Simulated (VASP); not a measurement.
GaP, 2 atoms in the cell. It takes space group F-43m (No. 216, cubic). The conventional cell has a = 5.451 Å, b = 5.451 Å, c = 5.451 Å, α = 90.00°, β = 90.00°, γ = 90.00°. Ga (site symmetry -43m) has 4 P at 2.36 Å within 3.1 Å. Within 3.1 Å of P (site symmetry -43m) lie 4 Ga at 2.36 Å. 

```yaml
Program: VASP 6.6.1
Task: single point
Functional: PBE
Potentials_or_basis: VASP PAW PBE potentials, release 64 (Ga_d, P)
Cutoff: 500 eV
k_mesh: 9 × 9 × 9
Occupations: fermi-dirac, width 0.02 eV
Spin: no spin polarisation
Dipole_correction: no
Further_INCAR_settings: ALGO = Normal; EDIFF = 1e-06; NBANDS = 16
```

Potentials or basis: VASP PAW PBE potentials, release 64 (Ga_d, P).

Run with:

```bash
$ cat potpaw_PBE.64/Ga_d/POTCAR potpaw_PBE.64/P/POTCAR > POTCAR
$ mpirun -np 1 vasp_std > vasp.out
```

Hardware: 1 thread of Intel(R) Xeon(R) 6975P-C (Granite Rapids), with other jobs on the host.

Task: How long does it take, and how much memory?

Result: It took 10 s on 1 thread of Intel(R) Xeon(R) 6975P-C (Granite Rapids), on a shared host, peak memory 0.16 GiB. Counts: scf iterations 12, k points 35.
